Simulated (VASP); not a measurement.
Ca:

```
Ca
1.0
     0.00000    2.79420    2.79420
     2.79420    0.00000    2.79420
     2.79420    2.79420    0.00000
Ca
1
Direct
  0.00000 0.00000 0.00000
```

- Program: VASP 6.6.1
- Task: relaxation of cell and atoms
- Functional: LDA
- Potentials or basis: VASP PAW LDA potentials, release 64 (Ca_sv)
- Cutoff: 600 eV
- k mesh: 13 × 13 × 13
- Occupations: gaussian, width 0.02 eV
- Spin: no spin polarisation

At the start: pressure -2.1 GPa; volume 43.63 Å³/atom.

**Question.** How do energy, volume and symmetry change on relaxing?

**Answer.** Over 4 steps the energy falls by 39.3 meV/atom and the volume is 38.16 Å³/atom (-12.5 %); space group Fm-3m (No. 225, to 0.1 Å) before and after.

The path:
| step | energy change (eV) | largest force (eV/Å) | pressure (GPa) | volume (Å³) |
| --- | --- | --- | --- | --- |
| 1 | 0.0000 | 0.0000 | -2.13 | 43.63 |
| 2 | -0.0341 | 0.0000 | -0.86 | 40.06 |
| 3 | -0.0392 | 0.0000 | -0.10 | 38.37 |
| 4 | -0.0393 | 0.0000 | 0.00 | 38.16 |

Final structure:
```
CELL_PARAMETERS angstrom
0.00000 2.67223 2.67223
2.67223 0.00000 2.67223
2.67223 2.67223 0.00000
ATOMIC_POSITIONS crystal
Ca 0.00000 0.00000 0.00000
```
